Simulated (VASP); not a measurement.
# FeSi (P2_13) in VASP: notebook

The runs below take FeSi through single point, with r2SCAN.

Program: VASP 6.6.1. These are calculated values, not measurements. Logs are shortened: lines on timing, memory, paths and dates and some standing lists are left out, and cuts for length are marked.

### Step 1. The cell of the first run

The structure is cubic, space group P2_13 (No. 198). Conventional cell: a = 4.447 Å, b = 4.447 Å, c = 4.447 Å, α = 90.00°, β = 90.00°, γ = 90.00°. Within 3.0 Å of Fe (site symmetry 3) lie 7 Si at 2.28 to 2.50 Å and 6 Fe at 2.73 Å. Within 3.0 Å of Si (site symmetry 3) lie 7 Fe at 2.28 to 2.50 Å and 6 Si at 2.76 Å.

### Step 2. Single point, r2SCAN (10.99 Å³/atom)

POSCAR

```
FeSi
1.0
    4.4466503112      0.0000000000      0.0000000000
    0.0000000000      4.4466503112      0.0000000000
    0.0000000000      0.0000000000      4.4466503112
Fe Si
4 4
Direct
    0.1366600336      0.1366600336      0.1366600336
    0.3633399664      0.8633399664      0.6366600336
    0.6366600336      0.3633399664      0.8633399664
    0.8633399664      0.6366600336      0.3633399664
    0.8411319744      0.8411319744      0.8411319744
    0.6588680256      0.1588680256      0.3411319744
    0.3411319744      0.6588680256      0.1588680256
    0.1588680256      0.3411319744      0.6588680256
```

INCAR.step1

```
ALGO = Normal
EDIFF = 1E-4
ENCUT = 520
GGA = PE
ISMEAR = 0
LASPH = T
LCHARG = F
LREAL = F
LWAVE = T
NBANDS = 34
NELM = 60
PREC = Accurate
SIGMA = 0.01
```

INCAR.step2

```
ALGO = Normal
EDIFF = 1E-6
ENCUT = 520
ISIF = 2
ISMEAR = 0
ISTART = 1
LASPH = T
LCHARG = F
LMIXTAU = T
LREAL = F
LWAVE = F
METAGGA = R2SCAN
NBANDS = 34
NELM = 60
PREC = Accurate
SIGMA = 0.01
```

KPOINTS

```
k-points
0
Gamma
  6 6 6
```

Potentials or basis: VASP PAW PBE potentials, release 64 (Fe, Si).

On the command line:

```console
> cat potpaw_PBE.64/Fe/POTCAR potpaw_PBE.64/Si/POTCAR > POTCAR
> cp INCAR.step1 INCAR
> mpirun -np 1 vasp_std > vasp.out
> cp INCAR.step2 INCAR
> mpirun -np 1 vasp_std > vasp.out
```

OUTCAR:

```text
EDIFF = 1E-6
   ENCUT = 520
   ISIF = 2
   ISMEAR = 0
   ISTART = 1
   LASPH = T
   LREAL = F
   METAGGA = R2SCAN
   NELM = 60
   PREC = Accurate

 ion  position               nearest neighbor table
   1  0.137  0.137  0.137-   5 2.28   6 2.31   7 2.31   8 2.31   7 2.50   8 2.50   6 2.50   3 2.73
                             4 2.73   2 2.73   2 2.73   4 2.73   3 2.73
   2  0.363  0.863  0.637-   6 2.28   5 2.31   7 2.31   8 2.31   7 2.50   8 2.50   5 2.50   1 2.73
                             1 2.73   3 2.73   3 2.73   4 2.73   4 2.73
   3  0.637  0.363  0.863-   7 2.28   6 2.31   5 2.31   8 2.31   8 2.50   6 2.50   5 2.50   1 2.73
                             4 2.73   2 2.73   2 2.73   4 2.73   1 2.73
   4  0.863  0.637  0.363-   8 2.28   6 2.31   7 2.31   5 2.31   6 2.50   5 2.50   7 2.50   1 2.73
                             3 2.73   2 2.73   1 2.73   2 2.73   3 2.73
   5  0.841  0.841  0.841-   1 2.28   2 2.31   3 2.31   4 2.31   3 2.50   4 2.50   2 2.50   6 2.76
                             7 2.76   8 2.76   6 2.76   8 2.76   7 2.76
   6  0.659  0.159  0.341-   2 2.28   1 2.31   3 2.31   4 2.31   3 2.50   4 2.50   1 2.50   8 2.76
                             5 2.76   5 2.76   7 2.76   7 2.76   8 2.76
   7  0.341  0.659  0.159-   3 2.28   2 2.31   1 2.31   4 2.31   4 2.50   2 2.50   1 2.50   8 2.76
                             5 2.76   8 2.76   6 2.76   6 2.76   5 2.76
   8  0.159  0.341  0.659-   4 2.28   2 2.31   3 2.31   1 2.31   2 2.50   1 2.50   3 2.50   7 2.76
                             5 2.76   7 2.76   5 2.76   6 2.76   6 2.76

  LATTYP: Found a simple cubic cell.
 ALAT       =     4.4466503112

  Lattice vectors:

 A1 = (   4.4466503112,   0.0000000000,   0.0000000000)
 A2 = (   0.0000000000,   4.4466503112,   0.0000000000)
 A3 = (   0.0000000000,   0.0000000000,   4.4466503112)

Analysis of symmetry for initial positions (statically):
=====================================================================
 Subroutine PRICEL returns:
 Original cell was already a primitive cell.

 Routine SETGRP: Setting up the symmetry group for a
 simple cubic supercell.

 Subroutine GETGRP returns: Found 12 space group operations
 (whereof  3 operations were pure point group operations)
 out of a pool of 48 trial point group operations.

The static configuration has the point symmetry C_3 .
 The point group associated with its full space group is T   .

Analysis of symmetry for dynamics (positions and initial velocities):
=====================================================================
 Subroutine PRICEL returns:
 Original cell was already a primitive cell.

 Routine SETGRP: Setting up the symmetry group for a
 simple cubic supercell.

 Subroutine GETGRP returns: Found 12 space group operations
[... 125 lines left out ...]
   PSTRESS=    0.0 pullay stress
   NELECT =      48.0000    total number of electrons
   NUPDOWN=      -1.0000    fix difference up-down
   EMIN   =  10.00;   EMAX   =-10.00  energy-range for DOS
   EFERMI =   0.00;   METHOD = LEGACY
   ISMEAR =     0;   SIGMA  =   0.01  broadening in eV -4-tet -1-fermi 0-gaus
   EFERMI_NEDOS =   21; number of points for ismear=-14 and -15
   IALGO  =     38    algorithm
   IMIX   =      4    mixing-type and parameters
     AMIX     =   0.40;   BMIX     =  1.00
     AMIX_MAG =   1.60;   BMIX_MAG =  1.00
  volume/ion in A,a.u.               =      10.99        74.17
  Fermi-wavevector in a.u.,A,eV,Ry     =   1.337998  2.528450 24.357691  1.790240
  Thomas-Fermi vector in A             =   2.466503
   LORBIT       =      0    0 simple, 1 ext, 2 COOP (PROOUT), +10 PAW based schemes
   METAGGA = R2SCAN    functional components
   LHFCALC =     F    Hartree Fock is set to
   AEXX    =    0.0000 exact exchange contribution
   IVDW    =     0    specifies the selected vdW correction
   LEPSILON=     F    determine dielectric tensor
   LRPA    =     F    only Hartree local field effects (RPA)
 non-spin polarized calculation
 Gauss-broadening in eV      SIGMA  =   0.01
  energy-cutoff  :      520.00
  volume of cell :       87.92
 maximum number of plane-waves:      2392
 NGX is ok and might be reduce to    36
   NGX = 17   NGY = 17   NGZ = 17

 number of electron      48.0000022 magnetization

 Free energy of the ion-electron system (eV)
  ---------------------------------------------------
  ext. energy  EPLUGINS =         0.00000000
  ---------------------------------------------------
  free energy    TOTEN  =       -94.71270310 eV

  energy without entropy =      -94.71270310  energy(sigma->0) =      -94.71270310

 E-fermi :   9.6701     XC(G=0): -13.8151

 val. band max:        9.6240070651   @ k =   0.3333   0.0000   0.0000
 cond. band min:       9.9424390202   @ k =   0.3333   0.1667   0.0000
 fundamental gap:      0.3184319550
 Fermi energy:         9.6701320133

 k-point     1 :       0.0000    0.0000    0.0000
  band No.  band energies     occupation
      1      -4.3375      2.00000
      2       1.3475      2.00000
      3       1.3475      2.00000
      4       1.3475      2.00000
      5       4.2721      2.00000
      6       4.2721      2.00000
[... 877 lines left out ...]
     33      16.1353      0.00000
     34      16.1353      0.00000

------------------------ aborting loop because EDIFF is reached ----------------------------------------

  FORCE on cell =-STRESS in cart. coord.  units (eV):
  Direction    XX          YY          ZZ          XY          YZ          ZX
  --------------------------------------------------------------------------------------
  -------------------------------------------------------------------------------------
  Total       -3.6899641     -3.6899641     -3.6899641     -0.0000000      0.0000000     -0.0000000
  in kB      -67.2409421    -67.2409421    -67.2409421     -0.0000000      0.0000000     -0.0000000
  external PRESSURE =     -67.2409421 kB  Pullay stress =       0.0000000 kB

 VOLUME and BASIS-vectors are now :
 -----------------------------------------------------------------------------
  energy-cutoff  :      520.00
  volume of cell :       87.92
      direct lattice vectors                 reciprocal lattice vectors
     4.446650311  0.000000000  0.000000000     0.224888383  0.000000000  0.000000000
     0.000000000  4.446650311  0.000000000     0.000000000  0.224888383  0.000000000
     0.000000000  0.000000000  4.446650311     0.000000000  0.000000000  0.224888383

 POSITION                                       TOTAL-FORCE (eV/Angst)
 -----------------------------------------------------------------------------------
      0.60768      0.60768      0.60768        -0.049093     -0.049093     -0.049093
      1.61565      3.83897      2.83100         0.049093      0.049093     -0.049093
      2.83100      1.61565      3.83897        -0.049093      0.049093      0.049093
      3.83897      2.83100      1.61565         0.049093     -0.049093      0.049093
      3.74022      3.74022      3.74022        -0.032615     -0.032615     -0.032615
      2.92976      0.70643      1.51689         0.032615      0.032615     -0.032615
      1.51689      2.92976      0.70643        -0.032615      0.032615      0.032615
      0.70643      1.51689      2.92976         0.032615     -0.032615      0.032615
 -----------------------------------------------------------------------------------
    total drift:                               -0.000001     -0.000001     -0.000000

  FREE ENERGIE OF THE ION-ELECTRON SYSTEM (eV)
  ---------------------------------------------------
  free  energy   TOTEN  =       -94.7127031000 eV

  energy  without entropy=      -94.7127031000  energy(sigma->0) =      -94.71270310
```

OUTCAR.step1:

```text
EDIFF = 1E-4
   ENCUT = 520
   GGA = PE
   ISMEAR = 0
[... 1140 lines left out ...]
      3.74022      3.74022      3.74022        -0.022657     -0.022657     -0.022657
      2.92976      0.70643      1.51689         0.022657      0.022657     -0.022657
      1.51689      2.92976      0.70643        -0.022657      0.022657      0.022657
      0.70643      1.51689      2.92976         0.022657     -0.022657      0.022657
 -----------------------------------------------------------------------------------
    total drift:                               -0.000001     -0.000001     -0.000000

  FREE ENERGIE OF THE ION-ELECTRON SYSTEM (eV)
  ---------------------------------------------------
  free  energy   TOTEN  =       -58.7818848880 eV

  energy  without entropy=      -58.7818848880  energy(sigma->0) =      -58.78188489
```

OSZICAR.step1:

```text
N       E                     dE             d eps       ncg     rms          rms(c)
DAV:   1     0.346516209179E+03    0.34652E+03   -0.19647E+04  1632   0.157E+03
DAV:   2    -0.361598087603E+02   -0.38268E+03   -0.36324E+03  1632   0.365E+02
DAV:   3    -0.652370725081E+02   -0.29077E+02   -0.26458E+02  1918   0.118E+02
DAV:   4    -0.666334757088E+02   -0.13964E+01   -0.13737E+01  2376   0.247E+01
DAV:   5    -0.666597346728E+02   -0.26259E-01   -0.26228E-01  2310   0.352E+00    0.321E+01
DAV:   6    -0.717609129491E+02   -0.51012E+01   -0.14870E+02  2450   0.145E+02    0.316E+01
DAV:   7    -0.589492775077E+02    0.12812E+02   -0.56633E+01  2272   0.104E+02    0.902E+00
DAV:   8    -0.588923218863E+02    0.56956E-01   -0.38051E+00  2158   0.122E+01    0.327E+00
DAV:   9    -0.587912962454E+02    0.10103E+00   -0.30795E-01  2596   0.593E+00    0.132E+00
DAV:  10    -0.587823109709E+02    0.89853E-02   -0.21408E-02  2262   0.112E+00    0.370E-01
DAV:  11    -0.587819989567E+02    0.31201E-03   -0.22915E-03  2464   0.465E-01    0.187E-01
DAV:  12    -0.587818836119E+02    0.11534E-03   -0.20404E-04  1236   0.151E-01    0.609E-02
DAV:  13    -0.587818848880E+02   -0.12761E-05   -0.14258E-04  1032   0.592E-02
   1 F= -.58781885E+02 E0= -.58781885E+02  d E =-.339658E-24
```

Run time: 2.5 min. Hardware: 1 thread of Intel Xeon 6975P-C (Granite Rapids), shared host; peak memory 0.24 GiB.

Results:

```yaml
Free_energy: -94.7127 eV
Pressure: -6.7 GPa
Largest_force: 0.085 eV/Å
Band_gap_on_the_k_mesh: 0.32 eV (least direct gap 0.34 eV)
```

Forces on the atoms (eV/Å):
```
Fe  -0.049 -0.049 -0.049
Fe   0.049  0.049 -0.049
Fe  -0.049  0.049  0.049
Fe   0.049 -0.049  0.049
Si  -0.033 -0.033 -0.033
Si   0.033  0.033 -0.033
Si  -0.033  0.033  0.033
Si   0.033 -0.033  0.033
```

Caveat: the cell stands under tension; the PAW data sets were made with another functional, which shifts forces and pressure a little. A k mesh can miss the band edges.

### Step 3. Single point, r2SCAN (11.31 Å³/atom)

This run uses another cell than the first one, of 11.31 Å³/atom.

POSCAR: that of step 2 with these lines changed.

```diff
@@ -2,5 +2,5 @@
 1.0
-    4.4466503112      0.0000000000      0.0000000000
-    0.0000000000      4.4466503112      0.0000000000
-    0.0000000000      0.0000000000      4.4466503112
+    4.4894091873      0.0000000000      0.0000000000
+    0.0000000000      4.4894091873      0.0000000000
+    0.0000000000      0.0000000000      4.4894091873
 Fe Si
```

INCAR.step1

```
SYSTEM = FeSi
PREC = Accurate ; ENCUT = 520
ISMEAR = 0 ; SIGMA = 0.01
LREAL = .FALSE. ; LASPH = .TRUE.
NELM = 80 ; NBANDS = 34
GGA = PE ; ALGO = Normal
EDIFF = 1E-4 ; LWAVE = .TRUE.
LCHARG = .FALSE.
```

INCAR.step2

```
SYSTEM = FeSi
PREC = Accurate ; ENCUT = 520
EDIFF = 1E-7 ; ISMEAR = 0
SIGMA = 0.01 ; LREAL = .FALSE.
LASPH = .TRUE. ; NELM = 80
ALGO = Normal ; ISIF = 2
LWAVE = .FALSE. ; LCHARG = .FALSE.
METAGGA = R2SCAN ; LMIXTAU = .TRUE.
NBANDS = 34 ; ISTART = 1
```

KPOINTS

```
regular mesh
0
G
  6 6 6
  0 0 0
```

Potentials or basis: VASP PAW PBE potentials, release 64 (Fe, Si).

On the command line:

```console
> cat potpaw_PBE.64/Fe/POTCAR potpaw_PBE.64/Si/POTCAR > POTCAR
> cp INCAR.step1 INCAR
> mpirun -np 1 vasp_std > vasp.out
> cp INCAR.step2 INCAR
> mpirun -np 1 vasp_std > vasp.out
```

Run time: 2.6 min. Hardware: 1 thread of Intel Xeon 6975P-C (Granite Rapids), shared host; peak memory 0.24 GiB.

Results (log left out):

```yaml
Free_energy: -94.5558 eV
Pressure: -12.8 GPa
Largest_force: 0.195 eV/Å
Band_gap_on_the_k_mesh: 0.31 eV (least direct gap 0.33 eV)
```

Forces on the atoms (eV/Å):
```
Fe  -0.113 -0.113 -0.113
Fe   0.113  0.113 -0.113
Fe  -0.113  0.113  0.113
Fe   0.113 -0.113  0.113
Si  -0.063 -0.063 -0.063
Si   0.063  0.063 -0.063
Si  -0.063  0.063  0.063
Si   0.063 -0.063  0.063
```

Levels at points of the mesh, in eV from the valence-band top:
```
           k point  band 22  band 23  band 24  band 25  band 26  band 27
(0.00, 0.00, 0.00)    -0.36    -0.11    -0.11     0.78     0.78     0.78
(0.50, 0.00, 0.00)    -0.44    -0.05    -0.05     0.35     0.35     1.83
(0.50, 0.50, 0.00)    -1.02    -0.41    -0.41     0.75     0.75     1.44
(0.50, 0.50, 0.50)    -0.71    -0.71    -0.71     0.68     0.68     0.68
```

Caveat: the cell stands under tension; the PAW data sets were made with another functional, which shifts forces and pressure a little.
